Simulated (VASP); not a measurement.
Wanted: the native input for a VASP 6.6.1 run.

* Task: single point
* Functional: PBE
* Potentials or basis: VASP PAW PBE potentials, release 64 (Rb_sv, Ca_sv, Cr_pv, C, N)
* Cutoff: 520 eV
* k mesh: 4 × 4 × 4
* Occupations: gaussian, width 0.1 eV
* Spin: collinear spin, ferromagnetic start
* Starting moments: [0.0, 0.0, 0.0, 3.0, 0.0, 0.0, 0.0, 0.0, 0.0, 0.0, 0.0, 0.0, 0.0, 0.0, 0.0, 0.0] μB
* Dipole correction: no
* Further INCAR settings: LREAL = Auto; ALGO = Normal; EDIFF = 1e-06; NBANDS = 65

The structure of Rb2CaCrC6N6 lies in POSCAR:

```
Rb2CaCrC6N6
1.0
    0.0000000000      5.3060000000      5.3060000000
    5.3060000000      0.0000000000      5.3060000000
    5.3060000000      5.3060000000      0.0000000000
Rb Ca Cr C N
2 1 1 6 6
Direct
    0.2500000000      0.2500000000      0.2500000000
    0.7500000000      0.7500000000      0.7500000000
    0.0000000000      0.0000000000      0.0000000000
    0.5000000000      0.5000000000      0.5000000000
    0.8015454200      0.1984545800      0.1984545800
    0.1984545800      0.8015454200      0.1984545800
    0.1984545800      0.1984545800      0.8015454200
    0.1984545800      0.8015454200      0.8015454200
    0.8015454200      0.1984545800      0.8015454200
    0.8015454200      0.8015454200      0.1984545800
    0.6912928800      0.3087071200      0.3087071200
    0.3087071200      0.6912928800      0.3087071200
    0.3087071200      0.3087071200      0.6912928800
    0.3087071200      0.6912928800      0.6912928800
    0.6912928800      0.3087071200      0.6912928800
    0.6912928800      0.6912928800      0.3087071200
```

One way to write it, as run:

INCAR

```
  PREC = Accurate
  ENCUT = 520
  EDIFF = 1E-6
  ISMEAR = 0
  SIGMA = 0.1
  LREAL = Auto
  LASPH = T
  NELM = 150
  ALGO = Normal
  ISIF = 2
  LWAVE = F
  LCHARG = T
  ISPIN = 2
  MAGMOM = 0 0 0 3 0 0 0 0 0 0 0 0 0 0 0 0
  LORBIT = 11
  LMAXMIX = 4
  GGA = PE
  LELF = T
  LVHAR = T
  NBANDS = 65
```

KPOINTS

```
regular mesh
0
Gamma
  4 4 4
```

Potentials or basis: VASP PAW PBE potentials, release 64 (Rb_sv, Ca_sv, Cr_pv, C, N).

Command:

```sh
$ cat potpaw_PBE.64/Rb_sv/POTCAR potpaw_PBE.64/Ca_sv/POTCAR potpaw_PBE.64/Cr_pv/POTCAR potpaw_PBE.64/C/POTCAR potpaw_PBE.64/N/POTCAR > POTCAR
$ mpirun -np 1 vasp_std > vasp.out
```

Results of the run:

```yaml
Pressure: 10.7 GPa
Largest_force: 2.972 eV/Å
Band_gap_on_the_k_mesh: zero (filled and empty bands overlap)
Net_moment: -2.00 μB per cell
Site_moments: Rb +0.00; Ca +0.02; Cr -2.01; C -0.02; N +0.03 μB
Valence_electrons_inside_the_program's_atomic_spheres: Rb 7.29; Ca 8.78; Cr 10.71; C 2.62; N 3.91
```

Caveat: the cell stands under pressure; a cell with one magnetic atom can't hold antiferromagnetic order, which such compounds often take; forces of over 1 eV/Å act on the atoms, so gaps and moduli don't describe the material at rest.

Run time: 21 min on 1 thread of Intel Xeon 8259CL, on a shared host, peak memory 0.69 GiB.
